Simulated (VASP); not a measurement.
Input of a VASP 6.6.1 run:

Contents of INCAR:

```
PREC = Accurate
ENCUT = 520
EDIFF = 1E-8
ISMEAR = 0
SIGMA = 0.15
LREAL = False
LASPH = True
NELM = 80
ALGO = Normal
ISIF = 2
LWAVE = False
LCHARG = False
GGA = PS
IBRION = 8
NSW = 1
```

File KPOINTS:

```
Automatic mesh
0
Gamma
  10 10 10
```

The input POSCAR:

```
PIr2
1.0
    0.0000000000      2.7665022339      2.7665022339
    2.7665022339      0.0000000000      2.7665022339
    2.7665022339      2.7665022339      0.0000000000
P Ir
1 2
Direct
    0.0000000000      0.0000000000      0.0000000000
    0.2500000000      0.2500000000      0.2500000000
    0.7500000000      0.7500000000      0.7500000000
```

Potentials or basis: VASP PAW PBE potentials, release 64 (P, Ir).

Command:

```sh
$ cat potpaw_PBE.64/P/POTCAR potpaw_PBE.64/Ir/POTCAR > POTCAR
$ mpirun -np 1 vasp_std > vasp.out
```

Task: Estimate the highest phonon frequency at Γ.

Result: 340 cm⁻¹.

Phonon frequencies in cm⁻¹ (negative: imaginary):
| q point | frequencies |
| --- | --- |
| (0.000, 0.000, 0.000) | 0 0 0 186 186 186 340 340 340 |

Caveat: the cell stands under pressure or tension, which shifts response properties.
